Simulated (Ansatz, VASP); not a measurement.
Two plane-wave programs on TlCl

Contents of INCAR:

```
SYSTEM = TlCl
ALGO = Normal
EDIFF = 1E-6
ENCUT = 500
GGA = PE
GGA_COMPAT = .FALSE.
ISIF = 2
ISMEAR = 0
IVDW = 12
LASPH = .TRUE.
LCHARG = .FALSE.
LREAL = .FALSE.
LWAVE = .FALSE.
NBANDS = 17
NELM = 120
PREC = Accurate
SIGMA = 0.02
```

File KPOINTS:

```
k-points
0
G
  8 8 8
  0 0 0
```

File POSCAR:

```
TlCl
1.0
    3.8781044593      0.0000000000      0.0000000000
    0.0000000000      3.8781044593      0.0000000000
    0.0000000000      0.0000000000      3.8781044593
Tl Cl
1 1
Direct
    0.0000000000      0.0000000000      0.0000000000
    0.5000000000      0.5000000000      0.5000000000
```

Input for Ansatz:

```yaml
crystal:
  lattice:
    - [3.8781044593, 0.0, 0.0]
    - [0.0, 3.8781044593, 0.0]
    - [0.0, 0.0, 3.8781044593]
  atoms:
    - { symbol: Tl, position: [0.0, 0.0, 0.0] }
    - { symbol: Cl, position: [0.5, 0.5, 0.5] }
basis:
  ecutwfc: 420
kpoints:
  mp_grid: { grid: [8, 8, 8] }
hamiltonian:
  xc: pbe
  dispersion: d3bj
scf:
  occupations: { method: gaussian, width: 0.02 }
output:
  forces: true
  stress: true
  eigenvalues: true
  write_density: true
  write_potential: true
  elf: true
  volumetric_format: npy
```

Alike in both runs: task single point; functional PBE; dispersion D3(BJ); k mesh 8 × 8 × 8; occupations gaussian, width 0.02 eV; no spin polarisation.

|  | VASP | Ansatz |
| --- | --- | --- |
| version | VASP 6.6.1 | Ansatz 0.2.0 |
| potentials or method | VASP PAW PBE potentials, release 64 (Tl_d, Cl), cutoff 500 eV | scalar-relativistic, plane waves, PAW |
| valence electrons in the cell | 20 | 20 |

|  | VASP | Ansatz | Ansatz less VASP |
| --- | --- | --- | --- |
| gap on the k mesh at the Fermi level (eV) | 2.17 | 2.16 | -0.007 |
| least direct gap on the mesh (eV) | 2.17 | 2.16 | -0.007 |
| pressure (GPa) | 2.5 | 2.6 | +0.06 |

Ansatz's warnings: dispersion switch in reach.

Neither program's run includes spin-orbit coupling.
